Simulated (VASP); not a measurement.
# Cu (Fm-3m) in VASP: relaxation of cell and atoms with LDA

Aim: the relaxation of cell and atoms of Cu with LDA.

All numbers are computed with VASP 6.6.1; they aren't measurements. Logs are shortened: lines on timing, memory, paths and dates and some standing lists are left out, and cuts for length are marked.

### Step 1. The cell of the first run

It takes space group Fm-3m (No. 225, cubic). Conventional cell: a = 3.630 Å, b = 3.630 Å, c = 3.630 Å, α = 90.00°, β = 90.00°, γ = 90.00°. Within 3.4 Å of Cu (site symmetry m-3m) lie 12 Cu at 2.57 Å.

### Step 2. Relaxation of cell and atoms, LDA

Input file INCAR:

```
SYSTEM = Cu
ALGO = Normal
EDIFF = 1E-7
EDIFFG = -0.005
ENCUT = 820
GGA_COMPAT = .FALSE.
IBRION = 2
ISIF = 3
ISMEAR = 0
LASPH = .TRUE.
LCHARG = .FALSE.
LREAL = .FALSE.
LWAVE = .FALSE.
NELM = 120
NELMIN = 4
NSW = 70
PREC = Accurate
SIGMA = 0.1
```

Input file KPOINTS:

```
k-points
0
G
  20 20 20
  0 0 0
```

Input file POSCAR:

```
Cu
1.0
    0.0000000000      1.8148741495      1.8148741495
    1.8148741495      0.0000000000      1.8148741495
    1.8148741495      1.8148741495      0.0000000000
Cu
1
Direct
    0.0000000000      0.0000000000      0.0000000000
```

Potentials or basis: VASP PAW LDA potentials, release 64 (Cu_sv_GW).

Run with:

```console
> cat potpaw_LDA.64/Cu_sv_GW/POTCAR > POTCAR
> mpirun -np 1 vasp_std > vasp.out
```

OUTCAR:

```text
SYSTEM = Cu
   EDIFF = 1E-7
   EDIFFG = -0.005
   ENCUT = 820
   IBRION = 2
   ISIF = 3
   ISMEAR = 0
   LASPH = .TRUE.
   LREAL = .FALSE.
   NELM = 120
   NELMIN = 4
   NSW = 70
   PREC = Accurate

 ion  position               nearest neighbor table
   1  0.000  0.000  0.000-

  LATTYP: Found a face centered cubic cell.
 ALAT       =     3.6297482990

  Lattice vectors:

 A1 = (   0.0000000000,   1.8148741495,   1.8148741495)
 A2 = (   1.8148741495,   0.0000000000,   1.8148741495)
 A3 = (   1.8148741495,   1.8148741495,   0.0000000000)

Analysis of symmetry for initial positions (statically):
=====================================================================
 Subroutine PRICEL returns:
 Original cell was already a primitive cell.

 Routine SETGRP: Setting up the symmetry group for a
 face centered cubic supercell.

 Subroutine GETGRP returns: Found 48 space group operations
 (whereof 48 operations were pure point group operations)
 out of a pool of 48 trial point group operations.

The static configuration has the point symmetry O_h .

Analysis of symmetry for dynamics (positions and initial velocities):
=====================================================================
 Subroutine PRICEL returns:
 Original cell was already a primitive cell.

 Routine SETGRP: Setting up the symmetry group for a
 face centered cubic supercell.

 Subroutine GETGRP returns: Found 48 space group operations
 (whereof 48 operations were pure point group operations)
 out of a pool of 48 trial point group operations.

The dynamic configuration has the point symmetry O_h .

 Subroutine INISYM returns: Found 48 space group operations
 (whereof 48 operations are pure point group operations),
 and found     1 'primitive' translations

----------------------------------------------------------------------------------------

                                     Primitive cell

  volume of cell :      11.9555

  direct lattice vectors                    reciprocal lattice vectors
     0.000000000  1.814874150  1.814874150    -0.275501197  0.275501197  0.275501197
     1.814874150  0.000000000  1.814874150     0.275501197 -0.275501197  0.275501197
     1.814874150  1.814874150  0.000000000     0.275501197  0.275501197 -0.275501197

  length of vectors
     2.566619636  2.566619636  2.566619636     0.477182070  0.477182070  0.477182070

  position of ions in fractional coordinates (direct lattice)
     0.000000000  0.000000000  0.000000000
[... 97 lines left out ...]
  volume/ion in A,a.u.               =      11.96        80.68
  Fermi-wavevector in a.u.,A,eV,Ry     =   1.910452  3.610231 49.658921  3.649828
  Thomas-Fermi vector in A             =   2.947284
   LORBIT       =      0    0 simple, 1 ext, 2 COOP (PROOUT), +10 PAW based schemes
   GGA     = CA    functional components
   LHFCALC =     F    Hartree Fock is set to
   AEXX    =    0.0000 exact exchange contribution
   IVDW    =     0    specifies the selected vdW correction
   LEPSILON=     F    determine dielectric tensor
   LRPA    =     F    only Hartree local field effects (RPA)
 conjugate gradient relaxation of ions
 non-spin polarized calculation
 Gauss-broadening in eV      SIGMA  =   0.10
  energy-cutoff  :      820.00
  volume of cell :       11.96
 maximum number of plane-waves:       650
   NGX = 11   NGY = 11   NGZ = 11

--------------------------------------- Ionic step        1  -------------------------------------------

 number of electron      19.0000011 magnetization

 Free energy of the ion-electron system (eV)
  ---------------------------------------------------
  ext. energy  EPLUGINS =         0.00000000
  ---------------------------------------------------
  free energy    TOTEN  =        -4.81498088 eV

  energy without entropy =       -4.81360492  energy(sigma->0) =       -4.81429290

------------------------ aborting loop because EDIFF is reached ----------------------------------------

  FORCE on cell =-STRESS in cart. coord.  units (eV):
  Direction    XX          YY          ZZ          XY          YZ          ZX
  --------------------------------------------------------------------------------------
  -------------------------------------------------------------------------------------
  Total       -1.1088443     -1.1088443     -1.1088443     -0.0000000      0.0000000      0.0000000
  in kB     -148.5975365   -148.5975365   -148.5975365     -0.0000000      0.0000000      0.0000000
  external PRESSURE =    -148.5975365 kB  Pullay stress =       0.0000000 kB
[... 127 lines left out ...]
--------------------------------------- Ionic step        5  -------------------------------------------

 number of electron      18.9999999 magnetization

 Free energy of the ion-electron system (eV)
  ---------------------------------------------------
  ext. energy  EPLUGINS =         0.00000000
  ---------------------------------------------------
  free energy    TOTEN  =        -4.86913274 eV

  energy without entropy =       -4.86784263  energy(sigma->0) =       -4.86848768

 E-fermi :   8.2085     XC(G=0): -14.3542

 val. band max:        8.1591547258   @ k =   0.5000   0.3000   0.1500
 cond. band min:       8.2137990161   @ k =  -0.4500   0.1000   0.0000
 fundamental gap:      0.0546442903
 Fermi energy:         8.2085303709

 k-point     1 :       0.0000    0.0000    0.0000
  band No.  band energies     occupation
      1    -103.4769      2.00000
      2     -61.3503      2.00000
      3     -61.3503      2.00000
      4     -61.3503      2.00000
      5      -1.8104      2.00000
      6       4.9185      2.00000
      7       4.9185      2.00000
      8       4.9185      2.00000
      9       5.8804      2.00000
     10       5.8804      2.00000
     11      31.5678      0.00000
     12      34.6521      0.00000
     13      34.6521      0.00000
[... 354 lines left out ...]
  band No.  band energies     occupation
      1    -103.4585      2.00000
      2     -61.4770      2.00000
      3     -61.3734      2.00000
      4     -61.3683      2.00000
      5       2.1596      2.00000
      6       4.9520      2.00000
      7       4.9986      2.00000
      8       5.1072      2.00000
      9       6.2380      2.00000
     10       6.5511      2.00000
     11      15.9722      0.00000
     12      28.9160      0.00000
     13      31.3184      0.00000

 [... further k-points ...]

------------------------ aborting loop because EDIFF is reached ----------------------------------------

  FORCE on cell =-STRESS in cart. coord.  units (eV):
  Direction    XX          YY          ZZ          XY          YZ          ZX
  --------------------------------------------------------------------------------------
  -------------------------------------------------------------------------------------
  Total       -0.0035495     -0.0035495     -0.0035495     -0.0000000     -0.0000000      0.0000000
  in kB       -0.5219410     -0.5219410     -0.5219410     -0.0000000     -0.0000000      0.0000000
  external PRESSURE =      -0.5219410 kB  Pullay stress =       0.0000000 kB
[... 16 lines left out ...]
  FREE ENERGIE OF THE ION-ELECTRON SYSTEM (eV)
  ---------------------------------------------------
  free  energy   TOTEN  =        -4.8691327353 eV

  energy  without entropy=       -4.8678426258  energy(sigma->0) =       -4.86848768

 reached required accuracy - stopping structural energy minimisation
```

CONTCAR:

```text
Cu
   1.00000000000000
    -0.0000000000000000    1.7595769549429363    1.7595769549429363
     1.7595769549429363   -0.0000000000000000    1.7595769549429363
     1.7595769549429363    1.7595769549429363   -0.0000000000000000
  Cu
     1
Direct
     0.0000000000000000    1.0000000000000000    1.0000000000000000

  0.00000000E+00  0.00000000E+00  0.00000000E+00
```

Run time: 86 s. Hardware: 1 thread of Intel Xeon 6975P-C (Granite Rapids), shared host; peak memory 0.24 GiB.

Results:

```
Free energy                           : -4.8691 eV
Relaxed volume                        : 10.90 Å³/atom
Relaxed cell                          : a = 2.488 Å, b = 2.488 Å, c = 2.488 Å, α = 60.00°, β = 60.00°, γ = 60.00°
Space group after relaxing (to 0.1 Å) : Fm-3m (No. 225)
Energy gained by relaxing             : 54.2 meV/atom
Ionic steps                           : 5
Pressure after relaxing               : -0.1 GPa
Band gap on the k mesh                : zero (an odd number of electrons rules out a gap without spin polarisation)
```

The path:
| step | energy change (eV) | largest force (eV/Å) | pressure (GPa) | volume (Å³) |
| --- | --- | --- | --- | --- |
| 1 | 0.0000 | 0.0000 | -14.86 | 11.96 |
| 2 | -0.0174 | 0.0000 | 16.66 | 10.14 |
| 3 | -0.0541 | 0.0000 | -0.12 | 10.90 |
| 4 | -0.0541 | 0.0000 | 0.17 | 10.88 |
| 5 | -0.0542 | 0.0000 | -0.05 | 10.90 |

Final structure:
```
CELL_PARAMETERS angstrom
0.00000 1.75958 1.75958
1.75958 0.00000 1.75958
1.75958 1.75958 0.00000
ATOMIC_POSITIONS crystal
Cu 0.00000 0.00000 0.00000
```

LDA usually gives volumes a few per cent too small. Zero-point motion and thermal expansion aren't in these numbers.

The gap in the log of VASP goes by the Fermi energy; the results here count the filled bands.